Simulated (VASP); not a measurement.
Here is a VASP 6.6.1 calculation.

INCAR

```
  PREC = Accurate
  ENCUT = 520
  EDIFF = 1E-8
  ISMEAR = -1
  SIGMA = 0.02
  LREAL = False
  LASPH = True
  NELM = 80
  ALGO = Normal
  ISIF = 2
  LWAVE = False
  LCHARG = False
  GGA = PE
  LEFG = True
  NBANDS = 53
```

The input KPOINTS:

```
Automatic mesh
0
Gamma
  4 3 6
```

File POSCAR:

```
Cs2HgSe2
1.0
    8.1849000000      0.0000000000      0.0000000000
    0.0000000000     10.3302000000      0.0000000000
    0.0000000000      0.0000000000      4.7112000000
Cs Hg Se
4 2 4
Direct
    0.3922200000      0.8331100000      0.5000000000
    0.6077800000      0.1668900000      0.5000000000
    0.8922200000      0.6668900000      0.5000000000
    0.1077800000      0.3331100000      0.5000000000
    0.5000000000      0.5000000000      0.0000000000
    0.0000000000      0.0000000000      0.0000000000
    0.2302500000      0.5944500000      0.0000000000
    0.7697500000      0.4055500000      0.0000000000
    0.7302500000      0.9055500000      0.0000000000
    0.2697500000      0.0944500000      0.0000000000
```

Potentials or basis: VASP PAW PBE potentials, release 64 (Cs_sv, Hg, Se).

Command:

```bash
$ cat potpaw_PBE.64/Cs_sv/POTCAR potpaw_PBE.64/Hg/POTCAR potpaw_PBE.64/Se/POTCAR > POTCAR
$ mpirun -np 1 vasp_std > vasp.out
```

Q: What does it give for the pressure?

A: 1.9 GPa.

Q: Estimate the band gap on the k mesh.

A: 2.00 eV (least direct gap 2.02 eV).

Q: Estimate the largest force.

A: 0.503 eV/Å.

Electric field gradients, principal values (V/Å²):
```
 atom     least    middle  greatest (by size)
 1 Cs   -22.919   -45.426              68.345
 2 Cs   -22.919   -45.426              68.345
 3 Cs   -22.919   -45.426              68.345
 4 Cs   -22.919   -45.426              68.345
 5 Hg   397.455   411.034            -808.490
 6 Hg   397.455   411.034            -808.490
 7 Se  -163.023  -169.627             332.649
 8 Se  -163.023  -169.627             332.649
 9 Se  -163.023  -169.627             332.649
10 Se  -163.023  -169.627             332.649
```

Caveat: without QUAD_EFG the Cq values of the log hold for a quadrupole moment of 1 mb, not for the nuclei; spin-orbit coupling is left out, which moves the levels of the heavy elements. A k mesh can miss the band edges.
